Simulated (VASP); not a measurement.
# AgI (P6_3mc) in VASP: a series of runs

Aim: see how the results for AgI move with the level of theory and the settings. Levels: PBE, LDA. Tasks: single point.

Everything below comes from runs of VASP 6.6.1. Logs are shortened: lines on timing, memory, paths and dates and some standing lists are left out, and cuts for length are marked.

## (1) The cell of the first run

The structure is hexagonal, space group P6_3mc (No. 186). The conventional cell has a = 4.651 Å, b = 4.651 Å, c = 7.598 Å, α = 90.00°, β = 90.00°, γ = 120.00°. Ag (site symmetry 3m) has 4 I at 2.85 Å within 3.8 Å. I (site symmetry 3m) has 4 Ag at 2.85 Å within 3.8 Å.

## (2) Single point, PBE

INCAR

```
SYSTEM = AgI
ALGO = Normal ; EDIFF = 1E-6
ENCUT = 500 ; GGA = PE
GGA_COMPAT = .False. ; ISIF = 2
ISMEAR = -1 ; LASPH = .True.
LCHARG = .False. ; LREAL = .False.
LWAVE = .False. ; NBANDS = 26
NELM = 120 ; PREC = Accurate
SIGMA = 0.02
```

KPOINTS

```
k-points
0
Gamma
  6 6 4
  0 0 0
```

POSCAR

```
AgI
1.0
    4.6512919221      0.0000000000      0.0000000000
   -2.3256459611      4.0281369650      0.0000000000
    0.0000000000      0.0000000000      7.5978539869
Ag I
2 2
Direct
    0.3333333333      0.6666666667      0.0024013965
    0.6666666667      0.3333333333      0.5024013965
    0.3333333333      0.6666666667      0.3774986035
    0.6666666667      0.3333333333      0.8774986035
```

Potentials or basis: VASP PAW PBE potentials, release 64 (Ag, I).

The run is started by

```bash
cat potpaw_PBE.64/Ag/POTCAR potpaw_PBE.64/I/POTCAR > POTCAR
mpirun -np 1 vasp_std > vasp.out
```

OUTCAR:

```text
SYSTEM = AgI
   EDIFF = 1E-6
   ENCUT = 500
   GGA = PE
   ISIF = 2
   ISMEAR = -1
   LASPH = .True.
   LREAL = .False.
   NELM = 120
   PREC = Accurate

 ion  position               nearest neighbor table
   1  0.333  0.667  0.002-   4 2.85   4 2.85   4 2.85   3 2.85
   2  0.667  0.333  0.502-   3 2.85   3 2.85   3 2.85   4 2.85
   3  0.333  0.667  0.377-   2 2.85   2 2.85   2 2.85   1 2.85
   4  0.667  0.333  0.877-   1 2.85   1 2.85   1 2.85   2 2.85

  LATTYP: Found a hexagonal cell.
 ALAT       =     4.6512919221
 C/A-ratio  =     1.6334932561

  Lattice vectors:

 A1 = (   4.6512919221,   0.0000000000,   0.0000000000)
 A2 = (  -2.3256459611,   4.0281369650,   0.0000000000)
 A3 = (   0.0000000000,   0.0000000000,   7.5978539869)

Analysis of symmetry for initial positions (statically):
=====================================================================
 Subroutine PRICEL returns:
 Original cell was already a primitive cell.

 Routine SETGRP: Setting up the symmetry group for a
 hexagonal supercell.

 Subroutine GETGRP returns: Found 12 space group operations
 (whereof  6 operations were pure point group operations)
 out of a pool of 24 trial point group operations.

The static configuration has the point symmetry C_3v.
 The point group associated with its full space group is C_6v.

Analysis of symmetry for dynamics (positions and initial velocities):
=====================================================================
 Subroutine PRICEL returns:
 Original cell was already a primitive cell.

 Routine SETGRP: Setting up the symmetry group for a
 hexagonal supercell.

 Subroutine GETGRP returns: Found 12 space group operations
 (whereof  6 operations were pure point group operations)
 out of a pool of 24 trial point group operations.

The dynamic configuration has the point symmetry C_3v.
 The point group associated with its full space group is C_6v.

 Subroutine INISYM returns: Found 12 space group operations
 (whereof  6 operations are pure point group operations),
 and found     1 'primitive' translations

----------------------------------------------------------------------------------------

                                     Primitive cell

  volume of cell :     142.3537

  direct lattice vectors                    reciprocal lattice vectors
     4.651291922  0.000000000  0.000000000     0.214994031  0.124126862  0.000000000
    -2.325645961  4.028136965  0.000000000     0.000000000  0.248253723  0.000000000
     0.000000000  0.000000000  7.597853987     0.000000000  0.000000000  0.131616112

  length of vectors
     4.651291922  4.651291922  7.597853987     0.248253723  0.248253723  0.131616112

  position of ions in fractional coordinates (direct lattice)
     0.333333333  0.666666667  0.002401396
     0.666666667  0.333333333  0.502401396
     0.333333333  0.666666667  0.377498604
     0.666666667  0.333333333  0.877498604

  ion indices of the primitive-cell ions
   primitive index   ion index
                 1           1
                 2           2
                 3           3
                 4           4

----------------------------------------------------------------------------------------

 KPOINTS: k-points

Automatic generation of k-mesh.
 Grid dimensions read from file:
 generate k-points for:    6    6    4

 Generating k-lattice:

  Cartesian coordinates                     Fractional coordinates (reciprocal lattice)
     0.035832339  0.020687810  0.000000000     0.166666667  0.000000000  0.000000000
     0.000000000  0.041375621  0.000000000     0.000000000  0.166666667  0.000000000
     0.000000000  0.000000000  0.032904028     0.000000000  0.000000000  0.250000000

  Length of vectors
     0.041375621  0.041375621  0.032904028

  Shift w.r.t. Gamma in fractional coordinates (k-lattice)
     0.000000000  0.000000000  0.000000000

 Subroutine IBZKPT returns following result:
 ===========================================

 Found     21 irreducible k-points:

 Following reciprocal coordinates:
            Coordinates               Weight
  0.000000  0.000000  0.000000      1.000000
  0.166667  0.000000  0.000000      6.000000
  0.333333 -0.000000  0.000000      6.000000
  0.500000  0.000000  0.000000      3.000000
  0.166667  0.166667  0.000000      6.000000
  0.333333  0.166667  0.000000     12.000000
[... 13 lines left out ...]
  0.333333  0.166667  0.500000     12.000000
  0.333333  0.333333  0.500000      2.000000
   k-points           NKPTS =     21   k-points in BZ     NKDIM =     21   number of bands    NBANDS=     26
   number of dos      NEDOS =    301   number of ions     NIONS =      4
   total plane-waves  NPLWV =  72576
   dimension x,y,z NGX =    36 NGY =   36 NGZ =   56
   dimension x,y,z NGXF=    72 NGYF=   72 NGZF=  112
   ions per type =               2   2
   NGX,Y,Z   is equivalent  to a cutoff of  12.87, 12.87, 12.25 a.u.
   NGXF,Y,Z  is equivalent  to a cutoff of  25.73, 25.73, 24.51 a.u.
 SYSTEM =  AgI
   PREC   = accura    normal or accurate (medium, high low for compatibility)
   ISTART =      0    job   : 0-new  1-cont  2-samecut
   ICHARG =      2    charge: 1-file 2-atom 10-const
   ISPIN  =      1    spin polarized calculation?
   LNONCOLLINEAR =      F non collinear calculations
   LSORBIT =      F    spin-orbit coupling
   LASPH  =      T    aspherical Exc in radial PAW
   ENCUT  =  500.0 eV  36.75 Ry    6.06 a.u.   8.48  8.48 13.85*2*pi/ulx,y,z
   NELM   =    120;   NELMIN=  2; NELMDL= -5     # of ELM steps
   EDIFF  = 0.1E-05   stopping-criterion for ELM
   LREAL  =      F    real-space projection
   EDIFFG = 0.1E-04   stopping-criterion for IOM
   NSW    =      0    number of steps for IOM
   IBRION =     -1    ionic relax: 0-MD 1-quasi-New 2-CG
   NFREE  =      0    steps in history (QN), initial steepest desc. (CG)
   ISIF   =      2    stress and relaxation
   ISYM   =      2    0-nonsym 1-usesym 2-fastsym
   POTIM  = 0.5000    time-step for ionic-motion
   TEBEG  =    0.0;   TEEND  =   0.0 temperature during run
   PSTRESS=    0.0 pullay stress
   NELECT =      36.0000    total number of electrons
   NUPDOWN=      -1.0000    fix difference up-down
   EMIN   =  10.00;   EMAX   =-10.00  energy-range for DOS
   EFERMI =   0.00;   METHOD = LEGACY
   ISMEAR =    -1;   SIGMA  =   0.02  broadening in eV -4-tet -1-fermi 0-gaus
   EFERMI_NEDOS =   21; number of points for ismear=-14 and -15
   IALGO  =     38    algorithm
   IMIX   =      4    mixing-type and parameters
     AMIX     =   0.40;   BMIX     =  1.00
     AMIX_MAG =   1.60;   BMIX_MAG =  1.00
  volume/ion in A,a.u.               =      35.59       240.16
  Fermi-wavevector in a.u.,A,eV,Ry     =   1.035268  1.956373 14.582447  1.071780
  Thomas-Fermi vector in A             =   2.169603
   LORBIT       =      0    0 simple, 1 ext, 2 COOP (PROOUT), +10 PAW based schemes
   GGA     = PE    functional components
   LHFCALC =     F    Hartree Fock is set to
   AEXX    =    0.0000 exact exchange contribution
   IVDW    =     0    specifies the selected vdW correction
   LEPSILON=     F    determine dielectric tensor
   LRPA    =     F    only Hartree local field effects (RPA)
 non-spin polarized calculation
  energy-cutoff  :      500.00
  volume of cell :      142.35
 maximum number of plane-waves:      3657
 NGX is ok and might be reduce to    36
   NGX = 17   NGY = 17   NGZ = 27

 number of electron      36.0000004 magnetization

 Free energy of the ion-electron system (eV)
  ---------------------------------------------------
  ext. energy  EPLUGINS =         0.00000000
  ---------------------------------------------------
  free energy    TOTEN  =        -9.57467063 eV

  energy without entropy =       -9.57467063  energy(sigma->0) =       -9.57467063

 E-fermi :   3.1247     XC(G=0):  -8.2491

 val. band max:        2.7108764426   @ k =   0.0000   0.0000   0.0000
 cond. band min:       4.0804888648   @ k =   0.0000   0.0000   0.0000
 fundamental gap:      1.3696124222
 Fermi energy:         3.1247133168

 k-point     1 :       0.0000    0.0000    0.0000
  band No.  band energies     occupation
      1      -9.8871      2.00000
      2      -9.6243      2.00000
      3      -1.2646      2.00000
      4      -1.2641      2.00000
      5      -1.2641      2.00000
      6      -1.1786      2.00000
[... 18 lines left out ...]
     25       9.3908      0.00000
     26       9.9832      0.00000

 k-point     2 :       0.1667    0.0000    0.0000
  band No.  band energies     occupation
      1      -9.8307      2.00000
      2      -9.5970      2.00000
      3      -1.3121      2.00000
      4      -1.2266      2.00000
      5      -1.2222      2.00000
      6      -1.1341      2.00000
[... 18 lines left out ...]
     25       9.6334      0.00000
     26       9.9003      0.00000

 k-point     3 :       0.3333   -0.0000    0.0000
  band No.  band energies     occupation
      1      -9.7051      2.00000
      2      -9.5503      2.00000
      3      -1.3725      2.00000
      4      -1.2247      2.00000
      5      -1.1441      2.00000
      6      -1.0303      2.00000
[... 18 lines left out ...]
     25      10.1052      0.00000
     26      10.4695      0.00000

 k-point     4 :       0.5000    0.0000    0.0000
  band No.  band energies     occupation
      1      -9.6270      2.00000
      2      -9.5398      2.00000
      3      -1.3583      2.00000
      4      -1.2517      2.00000
      5      -1.1095      2.00000
      6      -0.9392      2.00000
[... 18 lines left out ...]
     25      10.2211      0.00000
     26      11.8344      0.00000
[... 409 lines left out ...]
      1      -9.6499      2.00000
      2      -9.6499      2.00000
      3      -1.3884      2.00000
      4      -1.3884      2.00000
      5      -1.1231      2.00000
      6      -1.1231      2.00000
[... 18 lines left out ...]
     25       9.8019      0.00000
     26       9.8019      0.00000

 k-point    20 :       0.3333    0.1667    0.5000
  band No.  band energies     occupation
      1      -9.5823      2.00000
      2      -9.5823      2.00000
      3      -1.3731      2.00000
      4      -1.3731      2.00000
      5      -1.0518      2.00000
      6      -1.0518      2.00000
[... 18 lines left out ...]
     25      10.1920      0.00000
     26      10.1920      0.00000

 k-point    21 :       0.3333    0.3333    0.5000
  band No.  band energies     occupation
      1      -9.5596      2.00000
      2      -9.5596      2.00000
      3      -1.2633      2.00000
      4      -1.2633      2.00000
      5      -1.1032      2.00000
      6      -1.1032      2.00000
[... 18 lines left out ...]
     25      10.9152      0.00000
     26      10.9152      0.00000

------------------------ aborting loop because EDIFF is reached ----------------------------------------

  FORCE on cell =-STRESS in cart. coord.  units (eV):
  Direction    XX          YY          ZZ          XY          YZ          ZX
  --------------------------------------------------------------------------------------
  -------------------------------------------------------------------------------------
  Total        0.5062339      0.5062339      0.5340606     -0.0000000      0.0000000      0.0000000
  in kB        5.6976144      5.6976144      6.0108015     -0.0000000      0.0000000      0.0000000
  external PRESSURE =       5.8020101 kB  Pullay stress =       0.0000000 kB

 VOLUME and BASIS-vectors are now :
 -----------------------------------------------------------------------------
  energy-cutoff  :      500.00
  volume of cell :      142.35
      direct lattice vectors                 reciprocal lattice vectors
     4.651291922  0.000000000  0.000000000     0.214994031  0.124126862  0.000000000
    -2.325645961  4.028136965  0.000000000     0.000000000  0.248253723  0.000000000
     0.000000000  0.000000000  7.597853987     0.000000000  0.000000000  0.131616112

 POSITION                                       TOTAL-FORCE (eV/Angst)
 -----------------------------------------------------------------------------------
     -0.00000      2.68542      0.01825         0.000000      0.000000     -0.000068
      2.32565      1.34271      3.81717        -0.000000     -0.000000     -0.000068
     -0.00000      2.68542      2.86818         0.000000     -0.000000      0.000068
      2.32565      1.34271      6.66711        -0.000000      0.000000      0.000068
 -----------------------------------------------------------------------------------
    total drift:                               -0.000000      0.000000      0.000609

  FREE ENERGIE OF THE ION-ELECTRON SYSTEM (eV)
  ---------------------------------------------------
  free  energy   TOTEN  =        -9.5746706271 eV

  energy  without entropy=       -9.5746706271  energy(sigma->0) =       -9.57467063
```

It took 1.7 min on 1 thread of Intel Xeon Platinum 8375C at 2.90GHz (Ice Lake), shared host; peak memory 0.27 GiB.

What came out:

```
Free energy            : -9.5747 eV
Pressure               : 0.6 GPa
Band gap on the k mesh : 1.37 eV
```

Levels at points of the mesh, in eV from the valence-band top:
```csv
k point,band 16,band 17,band 18,band 19,band 20,band 21
"(0.00, 0.00, 0.00)",-0.06,0.00,0.00,1.37,2.65,5.81
"(0.50, 0.00, 0.00)",-1.66,-0.96,-0.67,3.32,3.63,4.87
"(0.00, 0.00, 0.50)",-0.34,-0.34,-0.34,2.65,2.65,5.64
"(0.50, 0.00, 0.50)",-1.16,-1.15,-1.15,3.29,3.29,4.91
```

Caveat: spin-orbit coupling is left out, which moves the levels of the heavy elements.

[end of part 1 of 2]
